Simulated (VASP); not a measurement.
# Mn2Se: single point with PBE

Crystal: Mn2Se.

```
Mn Se
1.0
     0.00000    2.90051    2.90051
     2.90051    0.00000    2.90051
     2.90051    2.90051    0.00000
Mn Se
2 1
Cartesian
  1.4503 1.4503 1.4503
  4.3508 4.3508 4.3508
  0.0000 0.0000 0.0000
```

```
Program             : VASP 6.6.1
Task                : single point
Functional          : PBE
Potentials or basis : VASP PAW PBE potentials, release 64 (Mn_pv, Se)
Cutoff              : 520 eV
k mesh              : 14 × 14 × 14
Occupations         : gaussian, width 0.1 eV
Spin                : collinear spin, ferromagnetic start
Starting moments    : [3.53, 3.53, 0.0] μB
```

```yaml
Pressure: 0.4 GPa
Net_moment: 6.57 μB per cell
Site_moments: Mn +3.16; Se -0.02 μB
Valence_electrons_inside_the_program's_atomic_spheres: Mn 11.64; Se 3.93
```

Levels at points of the mesh, in eV from the Fermi level:
Spin up:
```tsv
k point	band 16	band 17	band 18	band 19	band 20	band 21	band 22	band 23
(0.00, 0.00, 0.00)	-1.10	-0.51	-0.51	0.96	0.96	0.96	3.43	3.43
(0.50, 0.00, 0.00)	-2.01	-2.01	-1.96	0.58	0.58	1.04	4.95	4.95
(0.50, 0.50, 0.00)	-1.63	-1.63	-1.37	-0.55	-0.40	2.09	3.21	7.86
```
Spin down:
```
           k point  band 10  band 11  band 12  band 13  band 14  band 15  band 16  band 17
(0.00, 0.00, 0.00)    -5.17    -1.38    -1.38    -0.60     1.76     1.76     1.76     2.27
(0.50, 0.00, 0.00)    -5.04    -0.47    -0.47     0.31     0.32     0.53     0.53     0.67
(0.50, 0.50, 0.00)    -5.12    -2.03    -1.40    -0.73     0.95     0.95     1.22     1.22
```

It took 3.4 min on 1 thread of AMD EPYC 7R43 64-Core Processor (Zen 3) (shared host), peak memory 0.31 GiB.

Caveat: only a ferromagnetic start was run, and an antiferromagnetic order may lie lower in energy. With open d or f shells a metallic result of PBE can be an artefact of self-interaction; +U or a hybrid may open a gap.
